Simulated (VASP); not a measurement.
# SnSe (P4/nmm) in VASP: a series of runs

The runs below take SnSe through single point, with PBE-based screened hybrid, PBE.

All numbers are computed with VASP 6.6.1; they aren't measurements. Logs are shortened: lines on timing, memory, paths and dates and some standing lists are left out, and cuts for length are marked.

**1. The cell of the first run**

The typed cell holds 4 atoms: a = 4.219 Å, b = 4.219 Å, c = 5.993 Å, α = 90.00°, β = 90.00°, γ = 90.00°.

**2. Single point, PBE-based screened hybrid**

POSCAR

```
SnSe
1.0
    4.2193393516      0.0000000000      0.0000000000
    0.0000000000      4.2193393516      0.0000000000
    0.0000000000      0.0000000000      5.9930255593
Sn Se
2 2
Direct
    0.5000000000      0.0000000000      0.2500915766
    0.0000000000      0.5000000000      0.7499084234
    0.5000000000      0.0000000000      0.7498972969
    0.0000000000      0.5000000000      0.2501027031
```

INCAR.step1

```
SYSTEM = SnSe
ALGO     = Normal         ! electronic algorithm
EDIFF    = 1E-5           ! SCF threshold, eV
ENCUT    = 520            ! plane-wave cutoff, eV
GGA      = PE             ! functional
ISIF     = 2              ! what is computed and relaxed
ISMEAR   = 0              ! smearing method
LASPH    = .TRUE.         ! aspherical terms in the spheres
LCHARG   = .FALSE.        ! write CHGCAR
LREAL    = .FALSE.        ! projectors in reciprocal space
LWAVE    = .TRUE.         ! write WAVECAR
NBANDS   = 28             ! bands
NELM     = 100            ! most SCF steps
PREC     = Accurate       ! precision mode
SIGMA    = 0.01           ! smearing width, eV
```

INCAR.step2

```
SYSTEM = SnSe
AEXX     = 0.3            ! exact-exchange fraction
ALGO     = Normal         ! electronic algorithm
EDIFF    = 1E-6           ! SCF threshold, eV
ENCUT    = 520            ! plane-wave cutoff, eV
GGA      = PE             ! functional
HFSCREEN = 0.3            ! screening, 1/A
ISIF     = 2              ! what is computed and relaxed
ISMEAR   = 0              ! smearing method
ISTART   = 1            
LASPH    = .TRUE.         ! aspherical terms in the spheres
LCHARG   = .FALSE.        ! write CHGCAR
LHFCALC  = .TRUE.         ! exact exchange
LREAL    = .FALSE.        ! projectors in reciprocal space
LWAVE    = .FALSE.        ! write WAVECAR
NBANDS   = 28             ! bands
NELM     = 100            ! most SCF steps
PREC     = Accurate       ! precision mode
PRECFOCK = Normal       
SIGMA    = 0.01           ! smearing width, eV
```

KPOINTS

```
k-points
0
G
  4 4 2
  0 0 0
```

Potentials or basis: VASP PAW PBE potentials, release 64 (Sn_d, Se).

Run with:

```console
cat potpaw_PBE.64/Sn_d/POTCAR potpaw_PBE.64/Se/POTCAR > POTCAR
cp INCAR.step1 INCAR
mpirun -np 1 vasp_std > vasp.out
cp INCAR.step2 INCAR
mpirun -np 1 vasp_std > vasp.out
```

OUTCAR:

```text
SYSTEM = SnSe
   AEXX = 0.3
   EDIFF = 1E-6
   ENCUT = 520
   GGA = PE
   HFSCREEN = 0.3
   ISIF = 2
   ISMEAR = 0
   ISTART = 1
   LASPH = .TRUE.
   LHFCALC = .TRUE.
   LREAL = .FALSE.
   NELM = 100
   PREC = Accurate
   PRECFOCK = Normal

 ion  position               nearest neighbor table
   1  0.500  0.000  0.250-   4 2.98   4 2.98   4 2.98   4 2.98   3 3.00   3 3.00
   2  0.000  0.500  0.750-   3 2.98   3 2.98   3 2.98   3 2.98   4 3.00   4 3.00
   3  0.500  0.000  0.750-   2 2.98   2 2.98   2 2.98   2 2.98   1 3.00   1 3.00
   4  0.000  0.500  0.250-   1 2.98   1 2.98   1 2.98   1 2.98   2 3.00   2 3.00

  LATTYP: Found a simple tetragonal cell.
 ALAT       =     4.2193393516
 C/A-ratio  =     1.4203705983

  Lattice vectors:

 A1 = (   4.2193393516,   0.0000000000,   0.0000000000)
 A2 = (   0.0000000000,   4.2193393516,   0.0000000000)
 A3 = (   0.0000000000,   0.0000000000,   5.9930255593)

Analysis of symmetry for initial positions (statically):
=====================================================================
 Subroutine PRICEL returns:
 Original cell was already a primitive cell.

 Routine SETGRP: Setting up the symmetry group for a
 simple tetragonal supercell.

 Subroutine GETGRP returns: Found 16 space group operations
 (whereof  8 operations were pure point group operations)
 out of a pool of 16 trial point group operations.

The static configuration has the point symmetry D_2d.
 The point group associated with its full space group is D_4h.

Analysis of symmetry for dynamics (positions and initial velocities):
=====================================================================
 Subroutine PRICEL returns:
 Original cell was already a primitive cell.

 Routine SETGRP: Setting up the symmetry group for a
 simple tetragonal supercell.

 Subroutine GETGRP returns: Found 16 space group operations
 (whereof  8 operations were pure point group operations)
 out of a pool of 16 trial point group operations.

The dynamic configuration has the point symmetry D_2d.
 The point group associated with its full space group is D_4h.

 Subroutine INISYM returns: Found 16 space group operations
 (whereof  8 operations are pure point group operations),
 and found     1 'primitive' translations

----------------------------------------------------------------------------------------

                                     Primitive cell

  volume of cell :     106.6928

  direct lattice vectors                    reciprocal lattice vectors
     4.219339352  0.000000000  0.000000000     0.237003928  0.000000000  0.000000000
     0.000000000  4.219339352  0.000000000     0.000000000  0.237003928  0.000000000
     0.000000000  0.000000000  5.993025559     0.000000000  0.000000000  0.166860627

  length of vectors
     4.219339352  4.219339352  5.993025559     0.237003928  0.237003928  0.166860627

  position of ions in fractional coordinates (direct lattice)
     0.500000000  0.000000000  0.250091577
     0.000000000  0.500000000  0.749908423
     0.500000000  0.000000000  0.749897297
     0.000000000  0.500000000  0.250102703

  ion indices of the primitive-cell ions
   primitive index   ion index
                 1           1
                 2           2
                 3           3
                 4           4

----------------------------------------------------------------------------------------

 KPOINTS: k-points

Automatic generation of k-mesh.
 Grid dimensions read from file:
 generate k-points for:    4    4    2

 Generating k-lattice:

  Cartesian coordinates                     Fractional coordinates (reciprocal lattice)
     0.059250982  0.000000000  0.000000000     0.250000000  0.000000000  0.000000000
     0.000000000  0.059250982  0.000000000     0.000000000  0.250000000  0.000000000
     0.000000000  0.000000000  0.083430313     0.000000000  0.000000000  0.500000000

  Length of vectors
     0.059250982  0.059250982  0.083430313

  Shift w.r.t. Gamma in fractional coordinates (k-lattice)
     0.000000000  0.000000000  0.000000000

 Subroutine IBZKPT returns following result:
 ===========================================

 Found     12 irreducible k-points:

 Following reciprocal coordinates:
            Coordinates               Weight
  0.000000  0.000000  0.000000      1.000000
  0.250000  0.000000  0.000000      4.000000
  0.500000  0.000000  0.000000      2.000000
  0.250000  0.250000  0.000000      4.000000
  0.500000  0.250000  0.000000      4.000000
  0.500000  0.500000  0.000000      1.000000
  0.000000  0.000000  0.500000      1.000000
  0.250000  0.000000  0.500000      4.000000
  0.500000  0.000000  0.500000      2.000000
  0.250000  0.250000  0.500000      4.000000
  0.500000  0.250000  0.500000      4.000000
  0.500000  0.500000  0.500000      1.000000
   k-points           NKPTS =     12   k-points in BZ     NKDIM =     32   number of bands    NBANDS=     28
   number of dos      NEDOS =    301   number of ions     NIONS =      4
   total plane-waves  NPLWV =  49152
   dimension x,y,z NGX =    32 NGY =   32 NGZ =   48
   dimension x,y,z NGXF=    64 NGYF=   64 NGZF=   96
   ions per type =               2   2
   NGX,Y,Z   is equivalent  to a cutoff of  12.61, 12.61, 13.32 a.u.
   NGXF,Y,Z  is equivalent  to a cutoff of  25.22, 25.22, 26.63 a.u.
 SYSTEM =  SnSe
   PREC   = accura    normal or accurate (medium, high low for compatibility)
   ISTART =      1    job   : 0-new  1-cont  2-samecut
   ICHARG =      0    charge: 1-file 2-atom 10-const
   ISPIN  =      1    spin polarized calculation?
   LNONCOLLINEAR =      F non collinear calculations
   LSORBIT =      F    spin-orbit coupling
   LASPH  =      T    aspherical Exc in radial PAW
   ENCUT  =  520.0 eV  38.22 Ry    6.18 a.u.   7.85  7.85 11.14*2*pi/ulx,y,z
   NELM   =    100;   NELMIN=  2; NELMDL=  0     # of ELM steps
   EDIFF  = 0.1E-05   stopping-criterion for ELM
   LREAL  =      F    real-space projection
   EDIFFG = 0.1E-04   stopping-criterion for IOM
   NSW    =      0    number of steps for IOM
   IBRION =     -1    ionic relax: 0-MD 1-quasi-New 2-CG
   NFREE  =      0    steps in history (QN), initial steepest desc. (CG)
   ISIF   =      2    stress and relaxation
   ISYM   =      3    0-nonsym 1-usesym 2-fastsym
   POTIM  = 0.5000    time-step for ionic-motion
   TEBEG  =    0.0;   TEEND  =   0.0 temperature during run
   PSTRESS=    0.0 pullay stress
   NELECT =      40.0000    total number of electrons
   NUPDOWN=      -1.0000    fix difference up-down
   EMIN   =  10.00;   EMAX   =-10.00  energy-range for DOS
   EFERMI =   0.00;   METHOD = LEGACY
   ISMEAR =     0;   SIGMA  =   0.01  broadening in eV -4-tet -1-fermi 0-gaus
   EFERMI_NEDOS =   21; number of points for ismear=-14 and -15
   IALGO  =     38    algorithm
   IMIX   =      1    mixing-type and parameters
     AMIX     =   0.40;   BMIX     =  1.00
     AMIX_MAG =   1.60;   BMIX_MAG =  1.00
  volume/ion in A,a.u.               =      26.67       180.00
  Fermi-wavevector in a.u.,A,eV,Ry     =   1.180456  2.230738 18.959398  1.393476
  Thomas-Fermi vector in A             =   2.316748
   LORBIT       =      0    0 simple, 1 ext, 2 COOP (PROOUT), +10 PAW based schemes
   GGA     = PE    functional components
   LHFCALC =     T    Hartree Fock is set to
   PRECFOCK=normal    Normal, Fast or Accurate (Low or Medium for compatibility)
   ENCUT4O =  -1.0   cutoff for four orbital integrals eV
   NKREDX  =     1    reduce k-point grid by
   NKREDY  =     1    reduce k-point grid by
   NKREDZ  =     1    reduce k-point grid by
   AEXX    =    0.3000 exact exchange contribution
   HFSCREEN=    0.3000 screening length (either q_TF or 0.3 A-1)
   HFSCREENC=   0.3000 screening length for correlation (either q_TF or 0.3 A-1)
   ENCUTFOCK=  -1.0 apply spherical cutoff to Coloumb kernel
   IVDW    =     0    specifies the selected vdW correction
   LEPSILON=     F    determine dielectric tensor
   LRPA    =     F    only Hartree local field effects (RPA)
 non-spin polarized calculation
 Gauss-broadening in eV      SIGMA  =   0.01
  energy-cutoff  :      520.00
  volume of cell :      106.69
 maximum number of plane-waves:      2916
 NGX is ok and might be reduce to    32
  NGX = 24; NGY = 24; NGZ = 36

 number of electron      40.0000002 magnetization

 Free energy of the ion-electron system (eV)
  ---------------------------------------------------
  ext. energy  EPLUGINS =         0.00000000
  ---------------------------------------------------
  free energy    TOTEN  =       -18.99626970 eV

  energy without entropy =      -18.99626970  energy(sigma->0) =      -18.99626970

 E-fermi :   5.9445     XC(G=0):  -7.9284

 val. band max:        5.8719373071   @ k =   0.5000   0.0000   0.5000
 cond. band min:       6.4239047108   @ k =   0.5000   0.0000   0.5000
 fundamental gap:      0.5519674037
 Fermi energy:         5.9444715533

 k-point     1 :       0.0000    0.0000    0.0000
  band No.  band energies     occupation
      1     -18.6221      2.00000
      2     -18.5876      2.00000
      3     -18.5657      2.00000
      4     -18.5657      2.00000
      5     -18.5469      2.00000
      6     -18.5469      2.00000
[... 20 lines left out ...]
     27      11.9657      0.00000
     28      11.9905      0.00000

 k-point     2 :       0.2500    0.0000    0.0000
  band No.  band energies     occupation
      1     -18.6129      2.00000
      2     -18.5885      2.00000
      3     -18.5653      2.00000
      4     -18.5627      2.00000
      5     -18.5521      2.00000
      6     -18.5494      2.00000
[... 20 lines left out ...]
     27      11.7067      0.00000
     28      12.2768      0.00000

 k-point     3 :       0.5000    0.0000    0.0000
  band No.  band energies     occupation
      1     -18.5969      2.00000
      2     -18.5969      2.00000
      3     -18.5610      2.00000
      4     -18.5610      2.00000
      5     -18.5559      2.00000
      6     -18.5558      2.00000
[... 244 lines left out ...]
      3     -18.5634      2.00000
      4     -18.5634      2.00000
      5     -18.5605      2.00000
      6     -18.5605      2.00000
[... 20 lines left out ...]
     27      13.4333      0.00000
     28      13.4333      0.00000

 k-point    12 :       0.5000    0.5000    0.5000
  band No.  band energies     occupation
      1     -18.5876      2.00000
      2     -18.5876      2.00000
      3     -18.5649      2.00000
      4     -18.5649      2.00000
      5     -18.5603      2.00000
      6     -18.5603      2.00000
[... 20 lines left out ...]
     27      13.6857      0.00000
     28      13.6864      0.00000

------------------------ aborting loop because EDIFF is reached ----------------------------------------

  FORCE on cell =-STRESS in cart. coord.  units (eV):
  Direction    XX          YY          ZZ          XY          YZ          ZX
  --------------------------------------------------------------------------------------
  -------------------------------------------------------------------------------------
  Total       -1.2380662     -1.2380662      2.9779013      0.0000000     -0.0000000      0.0000000
  in kB      -18.5917125    -18.5917125     44.7183576      0.0000000     -0.0000000      0.0000000
  external PRESSURE =       2.5116442 kB  Pullay stress =       0.0000000 kB

 VOLUME and BASIS-vectors are now :
 -----------------------------------------------------------------------------
  energy-cutoff  :      520.00
  volume of cell :      106.69
      direct lattice vectors                 reciprocal lattice vectors
     4.219339352  0.000000000  0.000000000     0.237003928  0.000000000  0.000000000
     0.000000000  4.219339352  0.000000000     0.000000000  0.237003928  0.000000000
     0.000000000  0.000000000  5.993025559     0.000000000  0.000000000  0.166860627

 POSITION                                       TOTAL-FORCE (eV/Angst)
 -----------------------------------------------------------------------------------
      2.10967      0.00000      1.49881         0.000000      0.000000      0.001980
      0.00000      2.10967      4.49422         0.000000      0.000000     -0.001980
      2.10967      0.00000      4.49415         0.000000      0.000000     -0.001908
      0.00000      2.10967      1.49887         0.000000     -0.000000      0.001908
 -----------------------------------------------------------------------------------
    total drift:                                0.000002      0.000001     -0.000010

  FREE ENERGIE OF THE ION-ELECTRON SYSTEM (eV)
  ---------------------------------------------------
  free  energy   TOTEN  =       -18.9962697035 eV

  energy  without entropy=      -18.9962697035  energy(sigma->0) =      -18.99626970
```

It took 41 min on 1 thread of AMD EPYC 7R13 (Zen 3), shared host; peak memory 0.33 GiB.

Results:

| Property | Result |
| --- | --- |
| Free energy | -18.9963 eV |
| Pressure | 0.3 GPa |
| Band gap on the k mesh | 0.55 eV |

Levels at points of the mesh, in eV from the valence-band top:
| k point | band 17 | band 18 | band 19 | band 20 | band 21 | band 22 | band 23 | band 24 |
| --- | --- | --- | --- | --- | --- | --- | --- | --- |
| (0.00, 0.00, 0.00) | -4.49 | -2.88 | -2.88 | -2.85 | 3.04 | 4.72 | 4.87 | 4.87 |
| (0.50, 0.00, 0.00) | -2.75 | -2.75 | -0.79 | -0.79 | 1.32 | 1.32 | 1.87 | 1.87 |
| (0.50, 0.50, 0.00) | -4.53 | -4.53 | -4.48 | -4.48 | 3.02 | 3.02 | 5.90 | 5.90 |
| (0.00, 0.00, 0.50) | -3.76 | -3.76 | -2.21 | -2.20 | 2.35 | 2.36 | 4.02 | 4.02 |
| (0.50, 0.00, 0.50) | -2.61 | -2.61 | 0.00 | 0.00 | 0.55 | 0.55 | 1.32 | 1.32 |
| (0.50, 0.50, 0.50) | -5.71 | -5.71 | -1.28 | -1.28 | 1.67 | 1.67 | 5.14 | 5.14 |

Caveat: the k points lie up to 0.52 Å⁻¹ apart; the PAW data sets were made with another functional, which shifts forces and pressure a little; spin-orbit coupling is left out, which moves the levels of the heavy elements. A k mesh can miss the band edges.

[end of part 1 of 2]
